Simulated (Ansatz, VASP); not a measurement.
# B3Sb2P: VASP beside Ansatz

INCAR

```
SYSTEM = B3Sb2P
PREC = Accurate ; ENCUT = 600
EDIFF = 1E-7 ; ISMEAR = 0
SIGMA = 0.1 ; LREAL = .False.
LASPH = .True. ; NELM = 100
ALGO = Normal ; ISIF = 3
LWAVE = .False. ; LCHARG = .False.
GGA = PE ; IBRION = 2
NSW = 100 ; EDIFFG = -0.01
```

Contents of KPOINTS:

```
Automatic mesh
0
Gamma
  12 12 4
  0 0 0
```

Contents of POSCAR:

```
B3Sb2P
1.0
    3.1882085541      0.0000000000      0.0000000000
   -1.5941042771      2.7610696004      0.0000000000
    0.0000000000      0.0000000000     11.3941168184
B Sb P
3 2 1
Direct
    0.6666666667      0.3333333333      0.5000000000
    0.0000000000      0.0000000000      0.0000000000
    0.0000000000      0.0000000000      0.5000000000
    0.3333333333      0.6666666667      0.3149682467
    0.3333333333      0.6666666667      0.6850317533
    0.6666666667      0.3333333333      0.0000000000
```

Input for Ansatz:

```yaml
crystal:
  lattice:
    - [3.1882085541, 0.0, 0.0]
    - [-1.5941042771, 2.7610696004, 0.0]
    - [0.0, 0.0, 11.3941168184]
  atoms:
    - { symbol: B, position: [0.6666666667, 0.3333333333, 0.5] }
    - { symbol: B, position: [0.0, 0.0, 0.0] }
    - { symbol: B, position: [0.0, 0.0, 0.5] }
    - { symbol: Sb, position: [0.3333333333, 0.6666666667, 0.3149682467] }
    - { symbol: Sb, position: [0.3333333333, 0.6666666667, 0.6850317533] }
    - { symbol: P, position: [0.6666666667, 0.3333333333, 0.0] }
basis:
  ecutwfc: 420
kpoints:
  mp_grid: { grid: [12, 12, 4] }
hamiltonian:
  xc: pbe
scf:
  occupations: { method: gaussian, width: 0.1 }
output:
  forces: true
  stress: true
  eigenvalues: true
  write_density: true
  write_potential: true
  elf: true
  volumetric_format: npy
relax:
  adjacent_minimum: "off"
  f_tol: 0.01
  max_steps: 80
  cell: { stress_tol: 0.05 }
```

Change from the starting cell: species swapped into the Gd2CoNi3 type (P-6m2, No. 187).

Alike in both runs: task relaxation of cell and atoms; functional PBE; k mesh 12 × 12 × 4; occupations gaussian, width 0.1 eV; no spin polarisation.

|  | VASP | Ansatz |
| --- | --- | --- |
| version | VASP 6.6.1 | Ansatz 0.2.0 |
| potentials or method | VASP PAW PBE potentials, release 64 (B, Sb, P), cutoff 600 eV | scalar-relativistic, plane waves, PAW |
| valence electrons in the cell | 24 | 44 |

|  | VASP | Ansatz | Ansatz less VASP |
| --- | --- | --- | --- |
| gap on the k mesh at the Fermi level, each at its own relaxed structure (eV) | none | none | - |
| relaxed volume (Å³/atom) | 16.30 | 16.36 | +0.062 |
| relaxed cell length with the largest relative difference (Å) | 11.103 | 11.135 | +0.0320 |

A gap of «none» marks a metal or a gap that the smearing closes. VASP's potentials hold 24 valence electrons a cell and Ansatz's 44, so a difference there can come from the potentials and not from the codes.

Spin-orbit coupling is off throughout.
